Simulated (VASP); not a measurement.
# Rh (P6_3/mmc) in VASP: a series of runs, part 2 of 2

VASP 6.6.1. The steps go on from the part before.

## Step 5: Relaxation of cell and atoms, PBEsol, target pressure 90 GPa, at which the enthalpy is minimised

This run uses another cell than the first one, of 11.12 Å³/atom.

File INCAR:

```
SYSTEM = Rh
PREC     = Accurate       ! precision mode
ENCUT    = 600            ! plane-wave cutoff, eV
EDIFF    = 1E-7           ! SCF threshold, eV
ISMEAR   = 0              ! smearing method
SIGMA    = 0.1            ! smearing width, eV
LREAL    = .FALSE.        ! projectors in reciprocal space
LASPH    = .TRUE.         ! aspherical terms in the spheres
NELM     = 100            ! most SCF steps
ALGO     = Fast           ! electronic algorithm
ISIF     = 3              ! what is computed and relaxed
LWAVE    = .FALSE.        ! write WAVECAR
LCHARG   = .FALSE.        ! write CHGCAR
GGA      = PS             ! functional
IBRION   = 2              ! ionic algorithm
NSW      = 70             ! ionic steps
EDIFFG   = -0.008         ! ionic threshold
PSTRESS  = 900.0
```

File KPOINTS:

```
regular mesh
0
G
  18 18 10
  0 0 0
```

File POSCAR:

```
Rh
1.0
    2.5151444846      0.0000000000      0.0000000000
   -1.2575722423      2.1781790179      0.0000000000
    0.0000000000      0.0000000000      4.0607581363
Rh
2
Direct
    0.6666666667      0.3333333333      0.7500000000
    0.3333333333      0.6666666667      0.2500000000
```

On the command line:

```
$ cat potpaw_PBE.64/Rh_pv/POTCAR > POTCAR
$ mpirun -np 1 vasp_std > vasp.out
```

Run time: 3.2 min. Hardware: 1 thread of Intel Xeon 6975P-C (Granite Rapids), shared host; peak memory 0.21 GiB.

It converged, with:

```
Free energy                                                : -15.1085 eV
Relaxed volume                                             : 11.20 Å³/atom
Relaxed cell                                               : a = 2.520 Å, b = 2.520 Å, c = 4.075 Å, α = 90.00°, β = 90.00°, γ = 120.00°
Space group after relaxing (to 0.1 Å)                      : P6_3/mmc (No. 194)
Energy change on relaxing (the run minimises the enthalpy) : -45.6 meV/atom
Ionic steps                                                : 6
Pressure after relaxing                                    : 90.0 GPa
Band gap on the k mesh                                     : zero (bands 15 and 16 overlap by 3.39 eV)
```

Step by step:
```csv
step,energy change (eV),largest force (eV/Å),pressure (GPa),volume (Å³)
1,0.0000,0.0000,95.04,22.25
2,-0.5580,0.0000,62.40,23.39
3,-0.0941,0.0000,89.84,22.41
4,-0.0919,0.0000,89.97,22.41
5,-0.0906,0.0000,90.04,22.40
6,-0.0912,0.0000,90.01,22.40
```

Final structure:
```xyz
2
Lattice="2.5197 0.0000 0.0000 -1.2598 2.1821 0.0000 0.0000 0.0000 4.0748" Properties=species:S:1:pos:R:3 pbc="T T T"
Rh    1.2598    0.7274    3.0561
Rh    0.0000    1.4547    1.0187
```

Levels at points of the mesh, in eV from the Fermi level:
```tsv
k point	band 12	band 13	band 14	band 15	band 16	band 17	band 18	band 19
(0.00, 0.00, 0.00)	-3.49	-3.49	-2.67	-2.67	0.15	0.15	0.47	10.86
(0.50, 0.00, 0.00)	-3.07	-2.92	0.62	0.91	1.06	3.80	6.34	11.97
(0.00, 0.00, 0.50)	-4.38	-4.31	-4.31	-0.60	-0.60	-0.60	-0.60	15.01
(0.50, 0.00, 0.50)	-2.37	-0.53	-0.53	0.88	0.88	3.08	3.08	11.52
```

Caveat: the cell is relaxed towards a set pressure, so the run minimises the enthalpy, not the energy; the PAW data sets were made with another functional, which shifts forces and pressure a little.

## Step 6: Relaxation of cell and atoms, PBEsol, target pressure 50 GPa, at which the enthalpy is minimised

This run uses another cell than the first one, of 11.91 Å³/atom.

File INCAR:

```
SYSTEM = Rh
PREC = Accurate
ENCUT = 600
EDIFF = 1E-7
ISMEAR = 0
SIGMA = 0.1
LREAL = .False.
LASPH = .True.
NELM = 80
ALGO = Fast
ISIF = 3
LWAVE = .False.
LCHARG = .False.
GGA = PS
IBRION = 2
NSW = 70
EDIFFG = -0.008
PSTRESS = 500.0
```

File KPOINTS:

```
regular mesh
0
Gamma
  18 18 10
  0 0 0
```

File POSCAR:

```
Rh
1.0
    2.5741678650      0.0000000000      0.0000000000
   -1.2870839325      2.2292947647      0.0000000000
    0.0000000000      0.0000000000      4.1515545746
Rh
2
Direct
    0.6666666667      0.3333333333      0.7500000000
    0.3333333333      0.6666666667      0.2500000000
```

Potentials or basis: VASP PAW PBE potentials, release 64 (Rh_pv).

On the command line:

```
$ cat potpaw_PBE.64/Rh_pv/POTCAR > POTCAR
$ mpirun -np 1 vasp_std > vasp.out
```

Wall time 2.8 min (1 thread of Intel Xeon 6975P-C (Granite Rapids), shared host); peak memory 0.23 GiB.

Results (log left out):

| Item | Value |
| --- | --- |
| Free energy | -15.7631 eV |
| Relaxed volume | 11.96 Å³/atom |
| Relaxed cell | a = 2.576 Å, b = 2.576 Å, c = 4.162 Å, α = 90.00°, β = 90.00°, γ = 120.00° |
| Space group after relaxing (to 0.1 Å) | P6_3/mmc (No. 194) |
| Energy change on relaxing (the run minimises the enthalpy) | -15.4 meV/atom |
| Ionic steps | 5 |
| Pressure after relaxing | 50.0 GPa |
| Band gap on the k mesh | zero (bands 15 and 16 overlap by 3.06 eV) |

Stress tensor (GPa, compression positive):
```
50.10  0.00  0.00
 0.00 50.10  0.00
 0.00  0.00 49.90
```

The path:
| step | energy change (eV) | largest force (eV/Å) | pressure (GPa) | volume (Å³) |
| --- | --- | --- | --- | --- |
| 1 | 0.0000 | 0.0000 | 52.22 | 23.82 |
| 2 | -0.1647 | 0.0000 | 40.03 | 24.40 |
| 3 | -0.0323 | 0.0000 | 49.91 | 23.93 |
| 4 | -0.0316 | 0.0000 | 50.00 | 23.92 |
| 5 | -0.0308 | 0.0000 | 50.04 | 23.92 |

Final structure:
```
Rh
1.0
     2.57606    0.00000    0.00000
    -1.28803    2.23094    0.00000
     0.00000    0.00000    4.16221
Rh
2
Direct
  0.66667 0.33333 0.75000
  0.33333 0.66667 0.25000
```

Levels at points of the mesh, in eV from the Fermi level:
| k point | band 11 | band 12 | band 13 | band 14 | band 15 | band 16 | band 17 | band 18 | band 19 |
| --- | --- | --- | --- | --- | --- | --- | --- | --- | --- |
| (0.00, 0.00, 0.00) | -3.82 | -3.15 | -3.15 | -2.42 | -2.42 | 0.14 | 0.14 | 0.51 | 10.08 |
| (0.50, 0.00, 0.00) | -3.38 | -2.79 | -2.70 | 0.55 | 0.81 | 0.94 | 3.50 | 5.90 | 11.38 |
| (0.00, 0.00, 0.50) | -3.95 | -3.95 | -3.95 | -3.95 | -0.55 | -0.55 | -0.55 | -0.55 | 15.06 |
| (0.50, 0.00, 0.50) | -2.14 | -2.14 | -0.47 | -0.47 | 0.78 | 0.78 | 2.89 | 2.89 | 10.75 |

Caveat: the cell is relaxed towards a set pressure, so the run minimises the enthalpy, not the energy; the PAW data sets were made with another functional, which shifts forces and pressure a little.

## Step 7: The runs side by side

| task | cell | cutoff (eV) | gap on the mesh (eV) | pressure (GPa) |
| --- | --- | --- | --- | --- |
| single point | a = 2.577, b = 2.577, c = 4.161 Å, angles 90.0, 90.0, 120.0°, 2 atoms | 520 | none | 49.9 |
| single point | a = 2.624, b = 2.624, c = 4.232 Å, angles 90.0, 90.0, 120.0°, 2 atoms | 520 | none | 25.0 |
| single point | a = 2.655, b = 2.655, c = 4.278 Å, angles 90.0, 90.0, 120.0°, 2 atoms | 520 | none | 11.8 |
| relaxation of cell and atoms | relaxed to 90 GPa from a = 2.515, b = 2.515, c = 4.061 Å, angles 90.0, 90.0, 120.0°, 2 atoms | 600 | none | 90.0 |
| relaxation of cell and atoms | relaxed to 50 GPa from a = 2.574, b = 2.574, c = 4.152 Å, angles 90.0, 90.0, 120.0°, 2 atoms | 600 | none | 50.0 |

Alike in all rows: level PBEsol; potentials or basis VASP PAW PBE potentials, release 64 (Rh_pv); no spin polarisation; k mesh 18 × 18 × 10; smearing gaussian 0.1 eV.

Caveats: the PAW data sets were made with another functional, which shifts forces and pressure a little; the cell stands under pressure (at least some runs); the cell is relaxed towards a set pressure, so the run minimises the enthalpy, not the energy (at least some runs).

Total energies depend on the potentials used, so only differences within one code and one set of settings carry meaning.
